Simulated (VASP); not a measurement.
# Zr2O (P-42m) in VASP: further runs

Zr2O is run at these levels: r2SCAN; tasks: single point.

Everything below comes from runs of VASP 6.6.1. Logs are shortened: lines on timing, memory, paths and dates and some standing lists are left out, and cuts for length are marked.

**1. The cell of the first run**

Symmetry: P-42m, No. 111, tetragonal system. Conventional cell: a = 4.846 Å, b = 4.846 Å, c = 4.846 Å, α = 90.00°, β = 90.00°, γ = 90.00°. Within 2.8 Å of Zr (site symmetry m) lie 2 O at 2.10 Å. Within 2.8 Å of O (site symmetry -42m) lie 4 Zr at 2.10 Å. O (site symmetry -42m) has 4 Zr at 2.10 Å within 2.8 Å.

**2. Single point, r2SCAN (atoms displaced along a vibrational mode)**

Contents of POSCAR:

```
Zr2O
1.0
    4.8457251933      0.0000000000      0.0000000000
    0.0000000000      4.8457251933      0.0000000000
    0.0000000000      0.0000000000      4.8457251933
Zr O
4 2
Direct
    0.2474725251      0.2474725251      0.7449450502
    0.7525274749      0.2474725251      0.2550549498
    0.2474725251      0.7525274749      0.2550549498
    0.7525274749      0.7525274749      0.7449450502
    0.0000000000      0.0000000000      0.0000000000
    0.5000000000      0.5000000000      0.5000000000
```

Contents of INCAR.step1:

```
SYSTEM = Zr2O
  PREC = Accurate
  ENCUT = 520
  ISMEAR = 0
  SIGMA = 0.15
  LREAL = .FALSE.
  LASPH = .TRUE.
  NELM = 80
  NBANDS = 39
  GGA = PE
  ALGO = Normal
  EDIFF = 1E-4
  LWAVE = .TRUE.
  LCHARG = .FALSE.
```

Contents of INCAR.step2:

```
SYSTEM = Zr2O
  PREC = Accurate
  ENCUT = 520
  EDIFF = 1E-6
  ISMEAR = 0
  SIGMA = 0.15
  LREAL = .FALSE.
  LASPH = .TRUE.
  NELM = 80
  ALGO = Normal
  ISIF = 2
  LWAVE = .FALSE.
  LCHARG = .TRUE.
  METAGGA = R2SCAN
  LMIXTAU = .TRUE.
  LELF = .TRUE.
  LVHAR = .TRUE.
  NBANDS = 39
  ISTART = 1
```

Contents of KPOINTS:

```
regular mesh
0
G
  10 10 10
  0 0 0
```

Potentials or basis: VASP PAW PBE potentials, release 64 (Zr_sv, O).

Started as:

```sh
$ cat potpaw_PBE.64/Zr_sv/POTCAR potpaw_PBE.64/O/POTCAR > POTCAR
$ cp INCAR.step1 INCAR
$ mpirun -np 1 vasp_std > vasp.out
$ cp INCAR.step2 INCAR
$ mpirun -np 1 vasp_std > vasp.out
```

OUTCAR:

```text
SYSTEM = Zr2O
   PREC = Accurate
   ENCUT = 520
   EDIFF = 1E-6
   ISMEAR = 0
   LREAL = .FALSE.
   LASPH = .TRUE.
   NELM = 80
   ISIF = 2
   METAGGA = R2SCAN
   ISTART = 1

 ion  position               nearest neighbor table
   1  0.247  0.247  0.745-   5 2.10   6 2.10   2 3.37   3 3.37   4 3.39   3 3.41   2 3.41   4 3.43
                             4 3.43   3 3.44   2 3.44   4 3.46   3 3.48   2 3.48
   2  0.753  0.247  0.255-   5 2.10   6 2.10   1 3.37   4 3.37   3 3.39   4 3.41   1 3.41   3 3.43
                             3 3.43   1 3.44   4 3.44   3 3.46   4 3.48   1 3.48
   3  0.247  0.753  0.255-   5 2.10   6 2.10   1 3.37   4 3.37   2 3.39   4 3.41   1 3.41   2 3.43
                             2 3.43   1 3.44   4 3.44   2 3.46   4 3.48   1 3.48
   4  0.753  0.753  0.745-   5 2.10   6 2.10   2 3.37   3 3.37   1 3.39   2 3.41   3 3.41   1 3.43
                             1 3.43   3 3.44   2 3.44   1 3.46   3 3.48   2 3.48
   5  0.000  0.000  0.000-   1 2.10   2 2.10   3 2.10   4 2.10
   6  0.500  0.500  0.500-   1 2.10   2 2.10   3 2.10   4 2.10

  LATTYP: Found a simple cubic cell.
 ALAT       =     4.8457251933

  Lattice vectors:

 A1 = (   4.8457251933,   0.0000000000,   0.0000000000)
 A2 = (   0.0000000000,   4.8457251933,   0.0000000000)
 A3 = (   0.0000000000,   0.0000000000,   4.8457251933)

Analysis of symmetry for initial positions (statically):
=====================================================================
 Subroutine PRICEL returns:
 Original cell was already a primitive cell.

 Routine SETGRP: Setting up the symmetry group for a
 simple cubic supercell.

 Subroutine GETGRP returns: Found  8 space group operations
 (whereof  8 operations were pure point group operations)
 out of a pool of 48 trial point group operations.

The static configuration has the point symmetry D_2d.

Analysis of symmetry for dynamics (positions and initial velocities):
=====================================================================
 Subroutine PRICEL returns:
 Original cell was already a primitive cell.

 Routine SETGRP: Setting up the symmetry group for a
 simple cubic supercell.

 Subroutine GETGRP returns: Found  8 space group operations
 (whereof  8 operations were pure point group operations)
 out of a pool of 48 trial point group operations.

The dynamic configuration has the point symmetry D_2d.

 Subroutine INISYM returns: Found  8 space group operations
 (whereof  8 operations are pure point group operations),
 and found     1 'primitive' translations

----------------------------------------------------------------------------------------

                                     Primitive cell

  volume of cell :     113.7827

  direct lattice vectors                    reciprocal lattice vectors
     4.845725193  0.000000000  0.000000000     0.206367460  0.000000000  0.000000000
     0.000000000  4.845725193  0.000000000     0.000000000  0.206367460  0.000000000
     0.000000000  0.000000000  4.845725193     0.000000000  0.000000000  0.206367460

  length of vectors
     4.845725193  4.845725193  4.845725193     0.206367460  0.206367460  0.206367460

  position of ions in fractional coordinates (direct lattice)
     0.247472525  0.247472525  0.744945050
     0.752527475  0.247472525  0.255054950
     0.247472525  0.752527475  0.255054950
     0.752527475  0.752527475  0.744945050
     0.000000000  0.000000000  0.000000000
     0.500000000  0.500000000  0.500000000

  ion indices of the primitive-cell ions
   primitive index   ion index
                 1           1
                 2           2
                 3           3
                 4           4
                 5           5
                 6           6

----------------------------------------------------------------------------------------

 KPOINTS: regular mesh

Automatic generation of k-mesh.
 Grid dimensions read from file:
 generate k-points for:   10   10   10

 Generating k-lattice:

  Cartesian coordinates                     Fractional coordinates (reciprocal lattice)
     0.020636746  0.000000000  0.000000000     0.100000000  0.000000000  0.000000000
     0.000000000  0.020636746  0.000000000     0.000000000  0.100000000  0.000000000
     0.000000000  0.000000000  0.020636746     0.000000000  0.000000000  0.100000000

  Length of vectors
     0.020636746  0.020636746  0.020636746

  Shift w.r.t. Gamma in fractional coordinates (k-lattice)
     0.000000000  0.000000000  0.000000000

 Subroutine IBZKPT returns following result:
 ===========================================

 Found    126 irreducible k-points:

 Following reciprocal coordinates:
            Coordinates               Weight
  0.000000  0.000000  0.000000      1.000000
  0.100000  0.000000  0.000000      4.000000
  0.000000  0.000000  0.100000      2.000000
  0.200000  0.000000  0.000000      4.000000
  0.000000  0.000000  0.200000      2.000000
  0.300000  0.000000  0.000000      4.000000
[... 16 lines left out ...]
  0.500000  0.100000  0.000000      4.000000
  0.000000  0.500000  0.100000      4.000000
 [... further k-points ...]
   k-points           NKPTS =    126   k-points in BZ     NKDIM =    126   number of bands    NBANDS=     39
   number of dos      NEDOS =    301   number of ions     NIONS =      6
   total plane-waves  NPLWV =  46656
   dimension x,y,z NGX =    36 NGY =   36 NGZ =   36
   dimension x,y,z NGXF=    72 NGYF=   72 NGZF=   72
   ions per type =               4   2
   NGX,Y,Z   is equivalent  to a cutoff of  12.35, 12.35, 12.35 a.u.
   NGXF,Y,Z  is equivalent  to a cutoff of  24.70, 24.70, 24.70 a.u.
 SYSTEM =  Zr2O
   PREC   = accura    normal or accurate (medium, high low for compatibility)
   ISTART =      1    job   : 0-new  1-cont  2-samecut
   ICHARG =      0    charge: 1-file 2-atom 10-const
   ISPIN  =      1    spin polarized calculation?
   LNONCOLLINEAR =      F non collinear calculations
   LSORBIT =      F    spin-orbit coupling
   LASPH  =      T    aspherical Exc in radial PAW
   ENCUT  =  520.0 eV  38.22 Ry    6.18 a.u.   9.01  9.01  9.01*2*pi/ulx,y,z
   NELM   =     80;   NELMIN=  2; NELMDL=  0     # of ELM steps
   EDIFF  = 0.1E-05   stopping-criterion for ELM
   LREAL  =      F    real-space projection
   EDIFFG = 0.1E-04   stopping-criterion for IOM
   NSW    =      0    number of steps for IOM
   IBRION =     -1    ionic relax: 0-MD 1-quasi-New 2-CG
   NFREE  =      0    steps in history (QN), initial steepest desc. (CG)
   ISIF   =      2    stress and relaxation
   ISYM   =      2    0-nonsym 1-usesym 2-fastsym
   POTIM  = 0.5000    time-step for ionic-motion
   TEBEG  =    0.0;   TEEND  =   0.0 temperature during run
   PSTRESS=    0.0 pullay stress
   NELECT =      60.0000    total number of electrons
   NUPDOWN=      -1.0000    fix difference up-down
   EMIN   =  10.00;   EMAX   =-10.00  energy-range for DOS
   EFERMI =   0.00;   METHOD = LEGACY
   ISMEAR =     0;   SIGMA  =   0.15  broadening in eV -4-tet -1-fermi 0-gaus
   EFERMI_NEDOS =   21; number of points for ismear=-14 and -15
   IALGO  =     38    algorithm
   IMIX   =      4    mixing-type and parameters
     AMIX     =   0.40;   BMIX     =  1.00
     AMIX_MAG =   1.60;   BMIX_MAG =  1.00
  volume/ion in A,a.u.               =      18.96       127.97
  Fermi-wavevector in a.u.,A,eV,Ry     =   1.322614  2.499378 23.800779  1.749308
  Thomas-Fermi vector in A             =   2.452282
   LORBIT       =      0    0 simple, 1 ext, 2 COOP (PROOUT), +10 PAW based schemes
   METAGGA = R2SCAN    functional components
   LHFCALC =     F    Hartree Fock is set to
   AEXX    =    0.0000 exact exchange contribution
   IVDW    =     0    specifies the selected vdW correction
   LEPSILON=     F    determine dielectric tensor
   LRPA    =     F    only Hartree local field effects (RPA)
 non-spin polarized calculation
 Gauss-broadening in eV      SIGMA  =   0.15
  energy-cutoff  :      520.00
  volume of cell :      113.78
 maximum number of plane-waves:      3112
   NGX = 19   NGY = 19   NGZ = 19

 number of electron      59.9999985 magnetization

 Free energy of the ion-electron system (eV)
  ---------------------------------------------------
  ext. energy  EPLUGINS =         0.00000000
  ---------------------------------------------------
  free energy    TOTEN  =      -113.48859144 eV

  energy without entropy =     -113.38554607  energy(sigma->0) =     -113.43706876

 E-fermi :   8.1955     XC(G=0): -11.5873

 val. band max:        8.1946394250   @ k =   0.5000   0.3000   0.0000
 cond. band min:       8.1985229451   @ k =   0.0000   0.4000   0.3000
 fundamental gap:      0.0038835201
 Fermi energy:         8.1955316601

 k-point     1 :       0.0000    0.0000    0.0000
  band No.  band energies     occupation
      1     -42.8021      2.00000
      2     -42.6989      2.00000
      3     -42.6989      2.00000
      4     -42.6987      2.00000
      5     -21.4191      2.00000
      6     -20.2690      2.00000
[... 31 lines left out ...]
     38      12.3076      0.00000
     39      12.3085      0.00000

 k-point     2 :       0.1000    0.0000    0.0000
  band No.  band energies     occupation
      1     -42.7996      2.00000
      2     -42.7014      2.00000
      3     -42.6989      2.00000
      4     -42.6986      2.00000
      5     -21.3953      2.00000
      6     -20.2912      2.00000
[... 31 lines left out ...]
     38      12.1619      0.00000
     39      12.2071      0.00000

 k-point     3 :       0.0000    0.0000    0.1000
  band No.  band energies     occupation
      1     -42.7996      2.00000
      2     -42.7012      2.00000
      3     -42.6989      2.00000
      4     -42.6989      2.00000
      5     -21.3953      2.00000
      6     -20.2928      2.00000
[... 31 lines left out ...]
     38      12.1842      0.00000
     39      12.1851      0.00000

 k-point     4 :       0.2000    0.0000    0.0000
  band No.  band energies     occupation
      1     -42.7924      2.00000
      2     -42.7088      2.00000
      3     -42.6988      2.00000
      4     -42.6986      2.00000
      5     -21.3253      2.00000
      6     -20.3874      2.00000
[... 31 lines left out ...]
     38      11.6681      0.00000
     39      11.7987      0.00000
[... 754 lines left out ...]
     38      11.0557      0.00000
     39      11.4861      0.00000

 k-point    23 :       0.5000    0.1000    0.0000
  band No.  band energies     occupation
      1     -42.7522      2.00000
      2     -42.7466      2.00000
      3     -42.6999      2.00000
      4     -42.6998      2.00000
      5     -20.8972      2.00000
      6     -20.8903      2.00000
[... 31 lines left out ...]
     38      11.0840      0.00000
     39      11.6300      0.00000

 k-point    24 :       0.0000    0.5000    0.1000
  band No.  band energies     occupation
      1     -42.7522      2.00000
      2     -42.7467      2.00000
      3     -42.7001      2.00000
      4     -42.6996      2.00000
      5     -20.8988      2.00000
      6     -20.8885      2.00000
[... 31 lines left out ...]
     38      11.1193      0.00000
     39      11.5878      0.00000

 [... further k-points ...]

------------------------ aborting loop because EDIFF is reached ----------------------------------------

  FORCE on cell =-STRESS in cart. coord.  units (eV):
  Direction    XX          YY          ZZ          XY          YZ          ZX
  --------------------------------------------------------------------------------------
  -------------------------------------------------------------------------------------
  Total        0.1228288      0.1228288      0.0873851      0.0000000      0.0000000     -0.0000000
  in kB        1.7295555      1.7295555      1.2304710      0.0000000      0.0000000     -0.0000000
  external PRESSURE =       1.5631940 kB  Pullay stress =       0.0000000 kB

 VOLUME and BASIS-vectors are now :
 -----------------------------------------------------------------------------
  energy-cutoff  :      520.00
  volume of cell :      113.78
      direct lattice vectors                 reciprocal lattice vectors
     4.845725193  0.000000000  0.000000000     0.206367460  0.000000000  0.000000000
     0.000000000  4.845725193  0.000000000     0.000000000  0.206367460  0.000000000
     0.000000000  0.000000000  4.845725193     0.000000000  0.000000000  0.206367460

 POSITION                                       TOTAL-FORCE (eV/Angst)
 -----------------------------------------------------------------------------------
      1.19918      1.19918      3.60980         0.010878      0.010878      0.022198
      3.64654      1.19918      1.23593        -0.010878      0.010878     -0.022198
      1.19918      3.64654      1.23593         0.010878     -0.010878     -0.022198
      3.64654      3.64654      3.60980        -0.010878     -0.010878      0.022198
      0.00000      0.00000      0.00000         0.000000     -0.000000      0.000000
      2.42286      2.42286      2.42286         0.000000      0.000000      0.000000
 -----------------------------------------------------------------------------------
    total drift:                                0.000000      0.000000     -0.000000

  FREE ENERGIE OF THE ION-ELECTRON SYSTEM (eV)
  ---------------------------------------------------
  free  energy   TOTEN  =      -113.4885914445 eV

  energy  without entropy=     -113.3855460693  energy(sigma->0) =     -113.43706876
```

Wall time 41 min (1 thread of Oxide Virtual Turin-like, shared host); peak memory 0.48 GiB.

Results:

- Free energy: -113.4886 eV
- Pressure: 0.2 GPa
- Largest force: 0.027 eV/Å
- Band gap on the k mesh: zero (bands 30 and 31 overlap by 0.86 eV)

Forces in eV/Å, atoms in the order of the input:
```
Zr   0.011  0.011  0.022
Zr  -0.011  0.011 -0.022
Zr   0.011 -0.011 -0.022
Zr  -0.011 -0.011  0.022
O    0.000  0.000  0.000
O    0.000  0.000  0.000
```

Levels at points of the mesh, in eV from the Fermi level:
```csv
k point,band 26,band 27,band 28,band 29,band 30,band 31,band 32,band 33,band 34,band 35
"(0.00, 0.00, 0.00)",-2.00,-2.00,-1.70,-1.70,-1.70,1.70,1.71,2.61,2.62,2.72
"(0.50, 0.00, 0.00)",-2.89,-0.74,-0.69,-0.41,-0.26,-0.22,-0.14,1.33,1.43,1.76
"(0.00, 0.00, 0.50)",-2.87,-0.76,-0.66,-0.49,-0.19,-0.19,-0.19,1.29,1.48,1.88
"(0.50, 0.50, 0.00)",-2.02,-1.61,-1.50,-0.04,-0.04,0.18,0.18,0.95,1.10,1.51
"(0.00, 0.50, 0.50)",-2.00,-1.59,-1.53,-0.14,0.05,0.15,0.20,0.95,1.02,1.58
"(0.50, 0.50, 0.50)",-2.63,-2.63,0.42,0.42,0.64,0.65,0.65,1.30,1.30,1.30
```

Caveat: the cell differs from its parent crystal (atoms displaced along a vibrational mode); the PAW data sets were made with another functional, which shifts forces and pressure a little.

**3. Single point, r2SCAN**

Contents of POSCAR:

```
Zr2O
1.0
    4.8457251933      0.0000000000      0.0000000000
    0.0000000000      4.8457251933      0.0000000000
    0.0000000000      0.0000000000      4.8457251933
Zr O
4 2
Direct
    0.2487362626      0.2487362626      0.7474725251
    0.7512637374      0.2487362626      0.2525274749
    0.2487362626      0.7512637374      0.2525274749
    0.7512637374      0.7512637374      0.7474725251
    0.0000000000      0.0000000000      0.0000000000
    0.5000000000      0.5000000000      0.5000000000
```

Edit INCAR.step1 of step 2 so:

```diff
@@ -7,3 +7,3 @@
   LASPH = .TRUE.
-  NELM = 80
+  NELM = 60
   NBANDS = 39
```

Contents of INCAR.step2:

```
SYSTEM = Zr2O
  PREC = Accurate
  ENCUT = 520
  EDIFF = 1E-6
  ISMEAR = 0
  SIGMA = 0.15
  LREAL = .FALSE.
  LASPH = .TRUE.
  NELM = 60
  ALGO = Normal
  ISIF = 2
  LWAVE = .FALSE.
  LCHARG = .FALSE.
  METAGGA = R2SCAN
  LMIXTAU = .TRUE.
  NBANDS = 39
  ISTART = 1
```

KPOINTS is that of step 2.

Potentials or basis: VASP PAW PBE potentials, release 64 (Zr_sv, O).

Started as:

```sh
$ cat potpaw_PBE.64/Zr_sv/POTCAR potpaw_PBE.64/O/POTCAR > POTCAR
$ cp INCAR.step1 INCAR
$ mpirun -np 1 vasp_std > vasp.out
$ cp INCAR.step2 INCAR
$ mpirun -np 1 vasp_std > vasp.out
```

Run time: 25 min. Hardware: 1 thread of Oxide Virtual Turin-like, shared host; peak memory 0.48 GiB.

The run converged. Its results:

```yaml
Free_energy: -113.4898 eV
Pressure: 0.1 GPa
Largest_force: 0.013 eV/Å
Band_gap_on_the_k_mesh: zero (bands 30 and 31 overlap by 0.86 eV)
```

Forces on the atoms (eV/Å):
```
Zr   0.005  0.005  0.011
Zr  -0.005  0.005 -0.011
Zr   0.005 -0.005 -0.011
Zr  -0.005 -0.005  0.011
O    0.000  0.000  0.000
O    0.000  0.000  0.000
```

Levels at points of the mesh, in eV from the Fermi level:
```tsv
k point	band 27	band 28	band 29	band 30	band 31	band 32	band 33	band 34
(0.00, 0.00, 0.00)	-2.00	-1.70	-1.70	-1.70	1.71	1.71	2.61	2.61
(0.50, 0.00, 0.00)	-0.73	-0.70	-0.38	-0.30	-0.19	-0.15	1.35	1.40
(0.00, 0.00, 0.50)	-0.74	-0.69	-0.41	-0.26	-0.17	-0.17	1.33	1.43
(0.50, 0.50, 0.00)	-1.59	-1.53	-0.04	-0.04	0.18	0.18	0.99	1.07
(0.00, 0.50, 0.50)	-1.57	-1.55	-0.09	0.01	0.17	0.19	1.00	1.03
(0.50, 0.50, 0.50)	-2.63	0.42	0.42	0.65	0.65	0.65	1.30	1.30
```

Caveat: the PAW data sets were made with another functional, which shifts forces and pressure a little.
